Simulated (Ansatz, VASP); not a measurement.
# One calculation of Si4Sn, two programs

```
CELL_PARAMETERS angstrom
4.50498 0.00000 0.00000
-2.25249 3.90142 0.00000
0.00000 0.00000 5.78765
ATOMIC_POSITIONS crystal
Si 0.00000 0.00000 0.32807
Si 0.00000 0.00000 0.67193
Si 0.33333 0.66667 0.50000
Si 0.66667 0.33333 0.50000
Sn 0.00000 0.00000 0.00000
```

Alike in both runs: task single point; functional PBE; k mesh 6 × 6 × 4; occupations gaussian, width 0.1 eV; no spin polarisation.

|  | VASP | Ansatz |
| --- | --- | --- |
| version | VASP 6.6.1 | Ansatz 0.2.0 |
| potentials or method | VASP PAW PBE potentials, release 64 (Si, Sn_d), cutoff 520 eV | scalar-relativistic, plane waves, PAW |
| valence electrons in the cell | 30 | 30 |

```csv
,VASP,Ansatz,Ansatz less VASP
gap on the k mesh at the Fermi level (eV),none,none,-
rms of the force components (eV/Å),3.581,3.653,+0.0717
```

Atom by atom the forces differ by 0.072 eV/Å (rms over components). A gap of «none» marks a metal or a gap that the smearing closes.
